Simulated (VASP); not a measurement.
# C (P6_3/mmc) in VASP: further runs, part 2 of 3

VASP 6.6.1. The steps go on from the part before.

## 3. Single point, PBEsol+D3(BJ) (9.64 Å³/atom)

Contents of INCAR:

```
SYSTEM = C
ALGO = Normal
EDIFF = 1E-7
ENCUT = 520
GGA = PS
ISIF = 2
ISMEAR = 0
IVDW = 12
LASPH = .TRUE.
LCHARG = .FALSE.
LREAL = .FALSE.
LWAVE = .FALSE.
NBANDS = 16
NELM = 60
PREC = Accurate
SIGMA = 0.15
```

Contents of KPOINTS:

```
k-points
0
G
  21 21 8
  0 0 0
```

Contents of POSCAR:

```
C
1.0
    2.4514494414      0.0000000000      0.0000000000
   -1.2257247207      2.1230174923      0.0000000000
    0.0000000000      0.0000000000      7.4090156466
C
4
Direct
    0.0000000000      0.0000000000      0.0025000000
    0.0000000000      0.0000000000      0.5025000000
    0.3333333333      0.6666666667      0.0025000000
    0.6666666667      0.3333333333      0.5025000000
```

Potentials or basis: VASP PAW PBE potentials, release 64 (C).

Command:

```sh
> cat potpaw_PBE.64/C/POTCAR > POTCAR
> mpirun -np 1 vasp_std > vasp.out
```

OUTCAR:

```text
SYSTEM = C
   EDIFF = 1E-7
   ENCUT = 520
   GGA = PS
   ISIF = 2
   ISMEAR = 0
   IVDW = 12
   LASPH = .TRUE.
   LREAL = .FALSE.
   NELM = 60
   PREC = Accurate
 IVDW          = 12

 ion  position               nearest neighbor table
   1  0.000  0.000  0.002-   3 1.42   3 1.42   3 1.42
   2  0.000  0.000  0.502-   4 1.42   4 1.42   4 1.42
   3  0.333  0.667  0.002-   1 1.42   1 1.42   1 1.42
   4  0.667  0.333  0.502-   2 1.42   2 1.42   2 1.42

  LATTYP: Found a hexagonal cell.
 ALAT       =     2.4514494414
 C/A-ratio  =     3.0222999999

  Lattice vectors:

 A1 = (   2.4514494414,   0.0000000000,   0.0000000000)
 A2 = (  -1.2257247207,   2.1230174923,   0.0000000000)
 A3 = (   0.0000000000,   0.0000000000,   7.4090156466)

Analysis of symmetry for initial positions (statically):
=====================================================================
 Subroutine PRICEL returns:
 Original cell was already a primitive cell.

 Routine SETGRP: Setting up the symmetry group for a
 hexagonal supercell.

 Subroutine GETGRP returns: Found 24 space group operations
 (whereof  6 operations were pure point group operations)
 out of a pool of 24 trial point group operations.

The static configuration has the point symmetry C_3v.
 The point group associated with its full space group is D_6h.

Analysis of symmetry for dynamics (positions and initial velocities):
=====================================================================
 Subroutine PRICEL returns:
 Original cell was already a primitive cell.

 Routine SETGRP: Setting up the symmetry group for a
 hexagonal supercell.

 Subroutine GETGRP returns: Found 24 space group operations
 (whereof  6 operations were pure point group operations)
 out of a pool of 24 trial point group operations.

The dynamic configuration has the point symmetry C_3v.
 The point group associated with its full space group is D_6h.

 Subroutine INISYM returns: Found 24 space group operations
[... 123 lines left out ...]
  Fermi-wavevector in a.u.,A,eV,Ry     =   1.221057  2.307463 20.286006  1.490979
  Thomas-Fermi vector in A             =   2.356252
   LORBIT       =      0    0 simple, 1 ext, 2 COOP (PROOUT), +10 PAW based schemes
   GGA     = PS    functional components
   LHFCALC =     F    Hartree Fock is set to
   AEXX    =    0.0000 exact exchange contribution
   IVDW    =    12    specifies the selected vdW correction
   LEPSILON=     F    determine dielectric tensor
   LRPA    =     F    only Hartree local field effects (RPA)
 non-spin polarized calculation
 Gauss-broadening in eV      SIGMA  =   0.15
  energy-cutoff  :      520.00
  volume of cell :       38.56
 maximum number of plane-waves:      1058
   NGX =  9   NGY =  9   NGZ = 27

 number of electron      15.9999996 magnetization

 Free energy of the ion-electron system (eV)
  ---------------------------------------------------
  ext. energy  EPLUGINS =         0.00000000
  ---------------------------------------------------
  free energy    TOTEN  =       -38.57622120 eV

  energy without entropy =      -38.57526682  energy(sigma->0) =      -38.57574401

 E-fermi :   3.8706     XC(G=0):  -9.8751

 val. band max:        3.8684685038   @ k =   0.3333   0.3333   0.5000
 cond. band min:       3.8707019171   @ k =   0.3333   0.3333   0.2500
 fundamental gap:      0.0022334133
 Fermi energy:         3.8705773502

 k-point     1 :       0.0000    0.0000    0.0000
  band No.  band energies     occupation
      1     -15.8091      2.00000
      2     -15.6729      2.00000
      3      -4.4515      2.00000
      4      -3.2793      2.00000
      5       0.8831      2.00000
      6       0.8831      2.00000
[... 433 lines left out ...]
      3      -3.2895      2.00000
      4      -3.2578      2.00000
      5      -2.6254      2.00000
      6      -1.6606      2.00000
[... 8 lines left out ...]
     15      16.0194      0.00000
     16      16.1386      0.00000

 [... further k-points ...]

------------------------ aborting loop because EDIFF is reached ----------------------------------------

 Edisp (eV)   -0.39685

 E8    (eV) :    -0.1924

  FORCE on cell =-STRESS in cart. coord.  units (eV):
  Direction    XX          YY          ZZ          XY          YZ          ZX
  --------------------------------------------------------------------------------------
  -------------------------------------------------------------------------------------
  Total       1.06889     1.06889    -0.49293     0.00000     0.00000    -0.00000
  in kB      44.41249    44.41249   -20.48146     0.00000     0.00000    -0.00000
  external pressure =       22.78 kB  Pullay stress =        0.00 kB

 VOLUME and BASIS-vectors are now :
 -----------------------------------------------------------------------------
  energy-cutoff  :      520.00
  volume of cell :       38.56
      direct lattice vectors                 reciprocal lattice vectors
     2.451449441  0.000000000  0.000000000     0.407921935  0.235513839  0.000000000
    -1.225724721  2.123017492  0.000000000     0.000000000  0.471027678  0.000000000
     0.000000000  0.000000000  7.409015647     0.000000000  0.000000000  0.134970696

 POSITION                                       TOTAL-FORCE (eV/Angst)
 -----------------------------------------------------------------------------------
      0.00000      0.00000      0.01852        -0.000000      0.000000      0.000000
      0.00000      0.00000      3.72303         0.000000     -0.000000      0.000000
     -0.00000      1.41534      0.01852        -0.000000     -0.000000      0.000000
      1.22572      0.70767      3.72303         0.000000     -0.000000     -0.000000
 -----------------------------------------------------------------------------------
    total drift:                               -0.000000     -0.000000      0.000004

  FREE ENERGIE OF THE ION-ELECTRON SYSTEM (eV)
  ---------------------------------------------------
  free  energy   TOTEN  =       -38.9730748380 eV

  energy  without entropy=      -38.9721204513  energy(sigma->0) =      -38.97259764
```

OSZICAR:

```text
N       E                     dE             d eps       ncg     rms          rms(c)
DAV:   1     0.316545568072E+02    0.31655E+02   -0.78411E+03  7680   0.923E+02
DAV:   2    -0.382189342313E+02   -0.69873E+02   -0.63775E+02 10752   0.184E+02
DAV:   3    -0.410757611142E+02   -0.28568E+01   -0.28418E+01 10160   0.351E+01
DAV:   4    -0.411010034329E+02   -0.25242E-01   -0.25234E-01  9688   0.396E+00
DAV:   5    -0.411014129524E+02   -0.40952E-03   -0.40949E-03 10016   0.481E-01    0.919E+00
DAV:   6    -0.391885035801E+02    0.19129E+01   -0.13196E+00  9216   0.708E+00    0.533E+00
DAV:   7    -0.385689000120E+02    0.61960E+00   -0.16158E+00  9472   0.794E+00    0.138E+00
DAV:   8    -0.385771721732E+02   -0.82722E-02   -0.71747E-02  9056   0.159E+00    0.265E-01
DAV:   9    -0.385759533786E+02    0.12188E-02   -0.18680E-03  9856   0.293E-01    0.109E-01
DAV:  10    -0.385762151216E+02   -0.26174E-03   -0.92777E-04  8264   0.178E-01    0.732E-02
DAV:  11    -0.385762187791E+02   -0.36574E-05   -0.33260E-05  9792   0.383E-02    0.114E-02
DAV:  12    -0.385762210071E+02   -0.22280E-05   -0.19485E-06  8760   0.929E-03    0.300E-03
DAV:  13    -0.385762212952E+02   -0.28813E-06   -0.28862E-07  9528   0.391E-03    0.102E-03
DAV:  14    -0.385762212037E+02    0.91538E-07   -0.35860E-08  7488   0.143E-03
   1 F= -.38973075E+02 E0= -.38972598E+02  d E =-.954387E-03
```

Wall time 54 s (1 thread of Intel Xeon 6975P-C (Granite Rapids), shared host); peak memory 0.23 GiB.

Results:

```
Free energy                : -38.9731 eV
Pressure                   : 2.3 GPa
Band gap on the k mesh     : zero (bands 8 and 9 overlap by 0.01 eV)
Dispersion energy per atom : -0.099 eV
```

Stress tensor (GPa, compression positive):
```
 4.44  0.00  0.00
 0.00  4.44  0.00
 0.00  0.00 -2.05
```

Levels at points of the mesh, in eV from the Fermi level:
| k point | band 5 | band 6 | band 7 | band 8 | band 9 | band 10 | band 11 | band 12 |
| --- | --- | --- | --- | --- | --- | --- | --- | --- |
| (0.00, 0.00, 0.00) | -2.99 | -2.99 | -2.98 | -2.98 | 3.38 | 8.25 | 8.40 | 8.40 |
| (0.00, 0.00, 0.50) | -2.98 | -2.98 | -2.98 | -2.98 | 5.34 | 5.34 | 8.41 | 8.41 |

Caveat: the PAW data sets were made with another functional, which shifts forces and pressure a little.

## 4. Single point, PBEsol+D3(BJ) (7.57 Å³/atom)

This run uses another cell than the first one, of 7.57 Å³/atom.

Contents of INCAR:

```
SYSTEM = C
PREC = Accurate
ENCUT = 520
EDIFF = 1E-6
ISMEAR = 0
SIGMA = 0.15
LREAL = .FALSE.
LASPH = .TRUE.
NELM = 100
ALGO = Normal
ISIF = 2
LWAVE = .FALSE.
LCHARG = .FALSE.
GGA = PS
IVDW = 12
NBANDS = 16
```

Contents of KPOINTS:

```
regular mesh
0
G
  21 21 8
  0 0 0
```

Contents of POSCAR:

```
C
1.0
    2.2167902044      0.0000000000      0.0000000000
   -1.1083951022      1.9197966319      0.0000000000
    0.0000000000      0.0000000000      7.1187783833
C
4
Direct
    0.0000000000      0.0000000000      0.0025000000
    0.0000000000      0.0000000000      0.5025000000
    0.3333333333      0.6666666667      0.0025000000
    0.6666666667      0.3333333333      0.5025000000
```

Potentials or basis: VASP PAW PBE potentials, release 64 (C).

Command:

```sh
> cat potpaw_PBE.64/C/POTCAR > POTCAR
> mpirun -np 1 vasp_std > vasp.out
```

OUTCAR:

```text
SYSTEM = C
   PREC = Accurate
   ENCUT = 520
   EDIFF = 1E-6
   ISMEAR = 0
   LREAL = .FALSE.
   LASPH = .TRUE.
   NELM = 100
   ISIF = 2
   GGA = PS
   IVDW = 12
 IVDW          = 12

 ion  position               nearest neighbor table
   1  0.000  0.000  0.002-   3 1.28   3 1.28   3 1.28
   2  0.000  0.000  0.502-   4 1.28   4 1.28   4 1.28
   3  0.333  0.667  0.002-   1 1.28   1 1.28   1 1.28
   4  0.667  0.333  0.502-   2 1.28   2 1.28   2 1.28

  LATTYP: Found a hexagonal cell.
[... 657 lines left out ...]

 E8    (eV) :    -0.1894

  FORCE on cell =-STRESS in cart. coord.  units (eV):
  Direction    XX          YY          ZZ          XY          YZ          ZX
  --------------------------------------------------------------------------------------
  -------------------------------------------------------------------------------------
  Total      35.93631    35.93631    -0.46318     0.00000    -0.00000    -0.00000
  in kB    1900.46041  1900.46041   -24.49475     0.00000    -0.00000    -0.00000
  external pressure =     1258.81 kB  Pullay stress =        0.00 kB

 VOLUME and BASIS-vectors are now :
 -----------------------------------------------------------------------------
  energy-cutoff  :      520.00
  volume of cell :       30.30
      direct lattice vectors                 reciprocal lattice vectors
     2.216790204  0.000000000  0.000000000     0.451102679  0.260444253  0.000000000
    -1.108395102  1.919796632  0.000000000     0.000000000  0.520888506  0.000000000
     0.000000000  0.000000000  7.118778383     0.000000000  0.000000000  0.140473540

 POSITION                                       TOTAL-FORCE (eV/Angst)
 -----------------------------------------------------------------------------------
      0.00000      0.00000      0.01780         0.000000      0.000000     -0.000000
      0.00000      0.00000      3.57719        -0.000000      0.000000      0.000000
     -0.00000      1.27986      0.01780         0.000000     -0.000000      0.000000
      1.10840      0.63993      3.57719        -0.000000      0.000000     -0.000000
 -----------------------------------------------------------------------------------
    total drift:                               -0.000000     -0.000000     -0.000013

  FREE ENERGIE OF THE ION-ELECTRON SYSTEM (eV)
  ---------------------------------------------------
  free  energy   TOTEN  =       -35.4418583421 eV

  energy  without entropy=      -35.4409210145  energy(sigma->0) =      -35.44138968
```

OSZICAR:

```text
N       E                     dE             d eps       ncg     rms          rms(c)
DAV:   1     0.372111944189E+02    0.37211E+02   -0.83680E+03  7696   0.954E+02
DAV:   2    -0.383926401184E+02   -0.75604E+02   -0.69078E+02 10616   0.204E+02
DAV:   3    -0.408255877536E+02   -0.24329E+01   -0.24212E+01  9992   0.338E+01
DAV:   4    -0.408420737563E+02   -0.16486E-01   -0.16484E-01  9760   0.344E+00
DAV:   5    -0.408422788883E+02   -0.20513E-03   -0.20513E-03  9944   0.361E-01    0.132E+01
DAV:   6    -0.364242403400E+02    0.44180E+01   -0.30157E+00  8680   0.115E+01    0.775E+00
DAV:   7    -0.350371267576E+02    0.13871E+01   -0.36218E+00  9280   0.127E+01    0.251E+00
DAV:   8    -0.350589950703E+02   -0.21868E-01   -0.17101E-01  8984   0.260E+00    0.735E-01
DAV:   9    -0.350520625975E+02    0.69325E-02   -0.75584E-03  9776   0.614E-01    0.258E-01
DAV:  10    -0.350521406773E+02   -0.78080E-04   -0.25481E-03  9352   0.324E-01    0.174E-01
DAV:  11    -0.350521758381E+02   -0.35161E-04   -0.94875E-05  9368   0.683E-02    0.237E-02
DAV:  12    -0.350521788733E+02   -0.30351E-05   -0.30285E-06  9488   0.122E-02    0.134E-02
DAV:  13    -0.350521800523E+02   -0.11791E-05   -0.11853E-06  9040   0.829E-03    0.582E-03
DAV:  14    -0.350521798873E+02    0.16501E-06   -0.13609E-07  7144   0.291E-03
   1 F= -.35441858E+02 E0= -.35441390E+02  d E =-.937328E-03
```

Wall time 31 s (1 thread of Intel Xeon 6975P-C (Granite Rapids), shared host); peak memory 0.2 GiB.

Results:

```
Free energy                : -35.4419 eV
Pressure                   : 125.9 GPa
Band gap on the k mesh     : zero (bands 8 and 9 overlap by 0.01 eV)
Dispersion energy per atom : -0.097 eV
```

Levels at points of the mesh, in eV from the Fermi level:
| k point | band 6 | band 7 | band 8 | band 9 | band 10 | band 11 |
| --- | --- | --- | --- | --- | --- | --- |
| (0.00, 0.00, 0.00) | -2.69 | -2.69 | -2.69 | 2.34 | 7.75 | 10.65 |
| (0.00, 0.00, 0.50) | -2.69 | -2.69 | -2.69 | 4.49 | 4.49 | 10.66 |

Caveat: the cell stands under pressure; the PAW data sets were made with another functional, which shifts forces and pressure a little.

(Part 2 of 3 ends here.)
